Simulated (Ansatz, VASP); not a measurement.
**One calculation of Al2H, two programs**

```
Al H
1.0
     1.41648    0.81780    5.42646
    -1.41648    0.81780    5.42646
     0.00000   -1.63561    5.42646
Al H
2 1
Direct
  0.48395 0.48395 0.48395
  0.00537 0.00537 0.00537
  0.88568 0.88568 0.88568
```

Alike in both runs: functional PBE; k mesh 8 × 8 × 8; occupations gaussian, width 0.2 eV; no spin polarisation.

Ansatz relaxed the structure, and its values are those at the end. VASP's run is a single point on that final structure, the one shown.

|  | VASP | Ansatz |
| --- | --- | --- |
| version | VASP 6.6.1 | Ansatz 0.2.0 |
| potentials or method | VASP PAW PBE potentials, release 64 (Al, H), cutoff 500 eV | scalar-relativistic, plane waves, PAW |
| valence electrons in the cell | 7 | 7 |

Ansatz gave:

| Item | Value |
| --- | --- |
| gap on the k mesh at the Fermi level (eV) | none |
| pressure (GPa) | 0.0 |
| rms of the force components (eV/Å) | 0.004 |

Task: Which values does VASP return?

Result: gap on the k mesh at the Fermi level (eV): none; pressure (GPa): -0.1; rms of the force components (eV/Å): 0.005.

A gap of «none» marks a metal or a gap that the smearing closes.
